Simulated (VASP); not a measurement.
Set up this calculation in VASP 6.6.1, as the native input.

```
Task                   : single point
Functional             : r2SCAN
Potentials or basis    : VASP PAW PBE potentials, release 64 (Ga_d, N)
Cutoff                 : 520 eV
k mesh                 : 12 × 12 × 6
Occupations            : gaussian, width 0.05 eV
Spin                   : no spin polarisation
Dipole correction      : no
Further INCAR settings : ALGO = Normal; EDIFF = 1e-06; NBANDS = 26
```

The system is GaN.

```xyz
4
Lattice="3.1800 0.0000 0.0000 -1.5900 2.7540 0.0000 0.0000 0.0000 5.1660" Properties=species:S:1:pos:R:3 pbc="T T T"
Ga    0.0000    1.8360    0.0000
Ga    1.5900    0.9180    2.5830
N    -0.0502    1.8070    1.8557
N     1.5398    0.8890    4.4387
```

This cell differs from its parent crystal: all N atoms moved +0.100 Å, as atom 3 towards its neighbour atom 4 (N) at 3.169 Å.

The input as run:

POSCAR

```
GaN
1.0
    3.1799996605      0.0000000000      0.0000000000
   -1.5899998303      2.7539604900      0.0000000000
    0.0000000000      0.0000000000      5.1660000000
Ga N
2 2
Direct
    0.3333333333      0.6666666667      0.0000000000
    0.6666666667      0.3333333333      0.5000000000
    0.3122963361      0.6561481681      0.3592222521
    0.6456296694      0.3228148347      0.8592222521
```

INCAR.step1

```
SYSTEM = GaN
  PREC = Accurate
  ENCUT = 520
  ISMEAR = 0
  SIGMA = 0.05
  LREAL = .FALSE.
  LASPH = .TRUE.
  NELM = 80
  NBANDS = 26
  GGA = PE
  ALGO = Normal
  EDIFF = 1E-4
  LWAVE = .TRUE.
  LCHARG = .FALSE.
```

INCAR.step2

```
SYSTEM = GaN
  PREC = Accurate
  ENCUT = 520
  EDIFF = 1E-6
  ISMEAR = 0
  SIGMA = 0.05
  LREAL = .FALSE.
  LASPH = .TRUE.
  NELM = 80
  ALGO = Normal
  ISIF = 2
  LWAVE = .FALSE.
  LCHARG = .TRUE.
  METAGGA = R2SCAN
  LMIXTAU = .TRUE.
  LELF = .TRUE.
  LVHAR = .TRUE.
  NBANDS = 26
  ISTART = 1
```

KPOINTS

```
regular mesh
0
G
  12 12 6
  0 0 0
```

Potentials or basis: VASP PAW PBE potentials, release 64 (Ga_d, N).

Launch:

```bash
$ cat potpaw_PBE.64/Ga_d/POTCAR potpaw_PBE.64/N/POTCAR > POTCAR
$ cp INCAR.step1 INCAR
$ mpirun -np 1 vasp_std > vasp.out
$ cp INCAR.step2 INCAR
$ mpirun -np 1 vasp_std > vasp.out
```

It gave:

```json
{
 "Pressure": "3.5 GPa",
 "Largest force": "1.567 eV/Å",
 "Band gap on the k mesh": "2.26 eV"
}
```

Caveat: the cell differs from its parent crystal (all N atoms moved +0.100 Å, as atom 3 towards its neighbour atom 4 (N) at 3.169 Å); the stress differs along the axes, from -1 to 13 GPa; the PAW data sets were made with another functional, which shifts forces and pressure a little.

Wall time 30 min on 1 thread of Oxide Virtual Turin-like Processor, with other jobs on the host, peak memory 0.32 GiB.
